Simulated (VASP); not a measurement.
# Eu (Im-3m) in VASP: further runs, part 2 of 2

VASP 6.6.1. Earlier steps stand in the parts before.

## (3) Single point, r2SCAN, collinear spin, ferromagnetic start

Input file POSCAR:

```
Eu
1.0
   -2.2274745855      2.2274745855      2.2274745855
    2.2274745855     -2.2274745855      2.2274745855
    2.2274745855      2.2274745855     -2.2274745855
Eu
1
Direct
    0.0000000000      0.0000000000      0.0000000000
```

Input file INCAR.step1:

```
PREC = Accurate
ENCUT = 520
ISMEAR = 1
SIGMA = 0.03
LREAL = False
LASPH = True
NELM = 150
ISPIN = 2
MAGMOM = 7.31
LMAXMIX = 6
NBANDS = 18
GGA = PE
ALGO = Normal
EDIFF = 1E-4
LWAVE = True
LCHARG = False
```

Input file INCAR.step2:

```
PREC = Accurate
ENCUT = 520
EDIFF = 1E-7
ISMEAR = 1
SIGMA = 0.03
LREAL = False
LASPH = True
NELM = 150
ALGO = Normal
ISIF = 2
LWAVE = False
LCHARG = False
ISPIN = 2
MAGMOM = 7.31
LORBIT = 11
LMAXMIX = 6
METAGGA = R2SCAN
LMIXTAU = True
NBANDS = 18
ISTART = 1
```

Input file KPOINTS:

```
Automatic mesh
0
Gamma
  10 10 10
```

Potentials or basis: VASP PAW PBE potentials, release 64 (Eu).

Started as:

```bash
$ cat potpaw_PBE.64/Eu/POTCAR > POTCAR
$ cp INCAR.step1 INCAR
$ mpirun -np 1 vasp_std > vasp.out
$ cp INCAR.step2 INCAR
$ mpirun -np 1 vasp_std > vasp.out
```

OUTCAR:

```text
PREC = Accurate
   ENCUT = 520
   EDIFF = 1E-7
   ISMEAR = 1
   LREAL = False
   LASPH = True
   NELM = 150
   ISIF = 2
   ISPIN = 2
   LORBIT = 11
   METAGGA = R2SCAN
   ISTART = 1

 ion  position               nearest neighbor table
   1  0.000  0.000  0.000-

  LATTYP: Found a body centered cubic cell.
 ALAT       =     4.4549491710

  Lattice vectors:

 A1 = (  -2.2274745855,   2.2274745855,   2.2274745855)
 A2 = (   2.2274745855,  -2.2274745855,   2.2274745855)
 A3 = (   2.2274745855,   2.2274745855,  -2.2274745855)

Analysis of symmetry for initial positions (statically):
=====================================================================
 Subroutine PRICEL returns:
 Original cell was already a primitive cell.

 Routine SETGRP: Setting up the symmetry group for a
 body centered cubic supercell.

 Subroutine GETGRP returns: Found 48 space group operations
 (whereof 48 operations were pure point group operations)
 out of a pool of 48 trial point group operations.

The static configuration has the point symmetry O_h .

Analysis of symmetry for dynamics (positions and initial velocities):
=====================================================================
 Subroutine PRICEL returns:
 Original cell was already a primitive cell.

 Routine SETGRP: Setting up the symmetry group for a
 body centered cubic supercell.

 Subroutine GETGRP returns: Found 48 space group operations
 (whereof 48 operations were pure point group operations)
 out of a pool of 48 trial point group operations.

The dynamic configuration has the point symmetry O_h .

Analysis of structural, dynamic, and magnetic symmetry:
=====================================================================
 Subroutine PRICEL returns:
 Original cell was already a primitive cell.

 Routine SETGRP: Setting up the symmetry group for a
 body centered cubic supercell.

 Subroutine GETGRP returns: Found 48 space group operations
 (whereof 48 operations were pure point group operations)
 out of a pool of 48 trial point group operations.

The overall configuration has the point symmetry O_h .

 Subroutine INISYM returns: Found 48 space group operations
 (whereof 48 operations are pure point group operations),
 and found     1 'primitive' translations

----------------------------------------------------------------------------------------

                                     Primitive cell

  volume of cell :      44.2077

  direct lattice vectors                    reciprocal lattice vectors
    -2.227474585  2.227474585  2.227474585     0.000000000  0.224469452  0.224469452
     2.227474585 -2.227474585  2.227474585     0.224469452  0.000000000  0.224469452
     2.227474585  2.227474585 -2.227474585     0.224469452  0.224469452  0.000000000

  length of vectors
     3.858099155  3.858099155  3.858099155     0.317447744  0.317447744  0.317447744

  position of ions in fractional coordinates (direct lattice)
     0.000000000  0.000000000  0.000000000

  ion indices of the primitive-cell ions
   primitive index   ion index
                 1           1

----------------------------------------------------------------------------------------

 KPOINTS: Automatic mesh

Automatic generation of k-mesh.
 Grid dimensions read from file:
 generate k-points for:   10   10   10

[... 51 lines left out ...]
   NGX,Y,Z   is equivalent  to a cutoff of  12.93, 12.93, 12.93 a.u.
   NGXF,Y,Z  is equivalent  to a cutoff of  25.85, 25.85, 25.85 a.u.
 SYSTEM =  unknown system
   PREC   = accura    normal or accurate (medium, high low for compatibility)
   ISTART =      1    job   : 0-new  1-cont  2-samecut
   ICHARG =      0    charge: 1-file 2-atom 10-const
   ISPIN  =      2    spin polarized calculation?
   LNONCOLLINEAR =      F non collinear calculations
   LSORBIT =      F    spin-orbit coupling
   LASPH  =      T    aspherical Exc in radial PAW
   ENCUT  =  520.0 eV  38.22 Ry    6.18 a.u.   7.17  7.17  7.17*2*pi/ulx,y,z
   NELM   =    150;   NELMIN=  2; NELMDL=  0     # of ELM steps
   EDIFF  = 0.1E-06   stopping-criterion for ELM
   LREAL  =      F    real-space projection
   EDIFFG = 0.1E-05   stopping-criterion for IOM
   NSW    =      0    number of steps for IOM
   IBRION =     -1    ionic relax: 0-MD 1-quasi-New 2-CG
   NFREE  =      0    steps in history (QN), initial steepest desc. (CG)
   ISIF   =      2    stress and relaxation
   ISYM   =      2    0-nonsym 1-usesym 2-fastsym
   POTIM  = 0.5000    time-step for ionic-motion
   TEBEG  =    0.0;   TEEND  =   0.0 temperature during run
   PSTRESS=    0.0 pullay stress
   NELECT =      17.0000    total number of electrons
   NUPDOWN=      -1.0000    fix difference up-down
   EMIN   =  10.00;   EMAX   =-10.00  energy-range for DOS
   EFERMI =   0.00;   METHOD = LEGACY
   ISMEAR =     1;   SIGMA  =   0.03  broadening in eV -4-tet -1-fermi 0-gaus
   EFERMI_NEDOS =   21; number of points for ismear=-14 and -15
   IALGO  =     38    algorithm
   IMIX   =      4    mixing-type and parameters
     AMIX     =   0.40;   BMIX     =  1.00
     AMIX_MAG =   1.60;   BMIX_MAG =  1.00
  volume/ion in A,a.u.               =      44.21       298.33
  Fermi-wavevector in a.u.,A,eV,Ry     =   1.190488  2.249696 19.283018  1.417262
  Thomas-Fermi vector in A             =   2.326572
   LORBIT       =     11    0 simple, 1 ext, 2 COOP (PROOUT), +10 PAW based schemes
   METAGGA = R2SCAN    functional components
   LHFCALC =     F    Hartree Fock is set to
   AEXX    =    0.0000 exact exchange contribution
   IVDW    =     0    specifies the selected vdW correction
   LEPSILON=     F    determine dielectric tensor
   LRPA    =     F    only Hartree local field effects (RPA)
 spin polarized calculation
 Methfessel and Paxton  Order N= 1 SIGMA  =   0.03
  energy-cutoff  :      520.00
  volume of cell :       44.21
 maximum number of plane-waves:      1205
 NGX is ok and might be reduce to    30
   NGX = 15   NGY = 15   NGZ = 15

 number of electron      16.9999996 magnetization       7.6379606

 Free energy of the ion-electron system (eV)
  ---------------------------------------------------
  ext. energy  EPLUGINS =         0.00000000
  ---------------------------------------------------
  free energy    TOTEN  =       -39.65911775 eV

  energy without entropy =      -39.65889773  energy(sigma->0) =      -39.65904441

 E-fermi :   1.9520     XC(G=0):  -9.0932

 val. band max:        1.9379645805   @ k =   0.3000   0.2000   0.1000
 cond. band min:       1.9582562146   @ k =  -0.4000   0.5000   0.1000
 fundamental gap:      0.0202916341
 Fermi energy:         1.9519725703

 spin component 1

 k-point     1 :       0.0000    0.0000    0.0000
  band No.  band energies     occupation
      1     -41.2365      1.00000
      2     -19.2201      1.00000
      3     -19.2201      1.00000
      4     -19.2201      1.00000
      5      -2.8372      1.00000
      6       1.3228      1.00000
[... 493 lines left out ...]
     17       6.0925      0.00000
     18      10.2772      0.00000

 [... further k-points ...]

 spin component 2

 k-point     1 :       0.0000    0.0000    0.0000
  band No.  band energies     occupation
      1     -37.4854      1.00000
      2     -16.5068      1.00000
      3     -16.5068      1.00000
      4     -16.5068      1.00000
      5      -1.3537      1.00000
      6       5.1582      0.00000
[... 493 lines left out ...]
     17       8.2783      0.00000
     18      12.0704      0.00000

 [... further k-points ...]

------------------------ aborting loop because EDIFF is reached ----------------------------------------

  FORCE on cell =-STRESS in cart. coord.  units (eV):
  Direction    XX          YY          ZZ          XY          YZ          ZX
  --------------------------------------------------------------------------------------
  -------------------------------------------------------------------------------------
  Total       -0.1003132     -0.1003132     -0.1003132     -0.0000000      0.0000000     -0.0000000
  in kB       -3.6355522     -3.6355522     -3.6355522     -0.0000000      0.0000000     -0.0000000
  external PRESSURE =      -3.6355522 kB  Pullay stress =       0.0000000 kB

 VOLUME and BASIS-vectors are now :
 -----------------------------------------------------------------------------
  energy-cutoff  :      520.00
  volume of cell :       44.21
      direct lattice vectors                 reciprocal lattice vectors
    -2.227474585  2.227474585  2.227474585     0.000000000  0.224469452  0.224469452
     2.227474585 -2.227474585  2.227474585     0.224469452  0.000000000  0.224469452
     2.227474585  2.227474585 -2.227474585     0.224469452  0.224469452  0.000000000

 POSITION                                       TOTAL-FORCE (eV/Angst)
 -----------------------------------------------------------------------------------
      0.00000      0.00000      0.00000         0.000000      0.000000     -0.000000
 -----------------------------------------------------------------------------------
    total drift:                               -0.000000     -0.000000      0.000000

  FREE ENERGIE OF THE ION-ELECTRON SYSTEM (eV)
  ---------------------------------------------------
  free  energy   TOTEN  =       -39.6591177475 eV

  energy  without entropy=      -39.6588977335  energy(sigma->0) =      -39.65904441

 total charge

# of ion       s       p       d       f       tot
--------------------------------------------------
    1        2.083   5.763   0.262   6.678  14.786

 magnetization (x)

# of ion       s       p       d       f       tot
--------------------------------------------------
    1       -0.012  -0.155   0.171   6.677   6.682
```

OSZICAR.step1:

```text
N       E                     dE             d eps       ncg     rms          rms(c)
DAV:   1     0.107131389038E+03    0.10713E+03   -0.64236E+03  4136   0.399E+03
DAV:   2     0.778729769406E+01   -0.99344E+02   -0.88366E+02  4374   0.274E+02
DAV:   3    -0.755808403558E+01   -0.15345E+02   -0.15105E+02  5122   0.996E+01
DAV:   4    -0.906710882649E+01   -0.15090E+01   -0.14988E+01  6632   0.244E+01
DAV:   5    -0.913676593874E+01   -0.69657E-01   -0.69559E-01  5738   0.604E+00    0.286E+01
DAV:   6    -0.122927264265E+02   -0.31560E+01   -0.32134E+00  4598   0.166E+01    0.201E+01
DAV:   7    -0.114759244613E+02    0.81680E+00   -0.12854E+00  5486   0.206E+01    0.118E+01
DAV:   8    -0.114477138051E+02    0.28211E-01   -0.64201E-01  5068   0.172E+01    0.539E+00
DAV:   9    -0.114403429830E+02    0.73708E-02   -0.11132E-01  5628   0.710E+00    0.253E+00
DAV:  10    -0.114306310550E+02    0.97119E-02   -0.18798E-02  5774   0.210E+00    0.188E+00
DAV:  11    -0.114312742795E+02   -0.64322E-03   -0.27163E-03  6528   0.490E-01    0.165E+00
DAV:  12    -0.114304007164E+02    0.87356E-03   -0.13114E-03  5588   0.676E-01    0.885E-01
DAV:  13    -0.114304803472E+02   -0.79631E-04   -0.73285E-04  5188   0.530E-01
   1 F= -.11430480E+02 E0= -.11430462E+02  d E =-.543453E-04  mag=     7.3921
```

It took 8.2 min on 1 thread of AMD EPYC 9755, shared host; peak memory 0.21 GiB.

Results:

```yaml
Free_energy: -39.6591 eV
Pressure: -0.4 GPa
Net_moment: 7.64 μB per cell
Site_moments: Eu +6.68 μB
Valence_electrons_inside_the_program's_atomic_spheres: Eu 14.79
```

Caveat: the PAW data sets were made with another functional, which shifts forces and pressure a little; spin-orbit coupling is left out, which moves the levels of the heavy elements. The state reached can hang on the start; a lower one may exist.
